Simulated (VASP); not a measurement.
Set up this calculation in VASP 6.6.1, as the native input.

```
Task                   : single point
Functional             : PBE
Potentials or basis    : VASP PAW PBE potentials, release 64 (Si, N)
Cutoff                 : 520 eV
k mesh                 : 4 × 4 × 4
Occupations            : gaussian, width 0.1 eV
Spin                   : no spin polarisation
Dipole correction      : no
Further INCAR settings : ALGO = Normal; EDIFF = 1e-06; NBANDS = 45
```

The structure of Si3N4 lies in POSCAR:

```
Si3N4
1.0
    0.0000000000      3.8937180000      3.8937180000
    3.8937180000      0.0000000000      3.8937180000
    3.8937180000      3.8937180000      0.0000000000
Si N
6 8
Direct
    0.1250000000      0.1250000000      0.6250000000
    0.1250000000      0.6250000000      0.1250000000
    0.6250000000      0.1250000000      0.1250000000
    0.1250000000      0.1250000000      0.1250000000
    0.7500000000      0.7500000000      0.7500000000
    0.5000000000      0.5000000000      0.5000000000
    0.3675630000      0.3675630000      0.3675630000
    0.3526890000      0.8824370000      0.8824370000
    0.8824370000      0.8824370000      0.3526890000
    0.8824370000      0.3526890000      0.8824370000
    0.3675630000      0.3675630000      0.8973110000
    0.3675630000      0.8973110000      0.3675630000
    0.8824370000      0.8824370000      0.8824370000
    0.8973110000      0.3675630000      0.3675630000
```

These files were run (other wordings do the same):

INCAR

```
  PREC = Accurate
  ENCUT = 520
  EDIFF = 1E-6
  ISMEAR = 0
  SIGMA = 0.1
  LREAL = F
  LASPH = T
  NELM = 80
  ALGO = Normal
  ISIF = 2
  LWAVE = F
  LCHARG = F
  GGA = PE
  NBANDS = 45
```

KPOINTS

```
regular mesh
0
Gamma
  4 4 4
```

Potentials or basis: VASP PAW PBE potentials, release 64 (Si, N).

Command:

```bash
$ cat potpaw_PBE.64/Si/POTCAR potpaw_PBE.64/N/POTCAR > POTCAR
$ mpirun -np 1 vasp_std > vasp.out
```

It gave:

```json
{"Pressure": "0.0 GPa", "Largest force": "0.003 eV/Å", "Band gap on the k mesh": "3.36 eV, indirect (least direct gap 3.37 eV)"}
```

Wall time 27 s on 1 thread of Intel(R) Xeon(R) 6975P-C (Granite Rapids), with other jobs on the host, peak memory 0.25 GiB.
